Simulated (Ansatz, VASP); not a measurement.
**SnTe3: VASP beside Ansatz**

```
CELL_PARAMETERS angstrom
0.00000 3.80139 3.80139
3.80139 0.00000 3.80139
3.80139 3.80139 0.00000
ATOMIC_POSITIONS crystal
Sn 0.00000 0.00000 0.00000
Te 0.25000 0.25000 0.25000
Te 0.75000 0.75000 0.75000
Te 0.50000 0.50000 0.50000
```

Alike in both runs: functional PBEsol; k mesh 4 × 4 × 4; occupations fermi-dirac, width 0.1 eV; no spin polarisation.

Ansatz relaxed the structure, and its values are those at the end. VASP's run is a single point on that final structure, the one shown.

```csv
,VASP,Ansatz
version,VASP 6.6.1,Ansatz 0.2.0
potentials or method,"VASP PAW PBE potentials, release 64 (Sn_d, Te)","plane waves, PAW"
plane-wave cutoff (eV),500,420
valence electrons in the cell,32,62
```

```tsv
	VASP	Ansatz	Ansatz less VASP
pressure (GPa)	0.0	0.0	0.00
```

VASP's potentials were made for PBE, not for PBEsol. VASP's potentials hold 32 valence electrons a cell and Ansatz's 62, so a difference there can come from the potentials and not from the codes.

Spin-orbit coupling is off throughout.
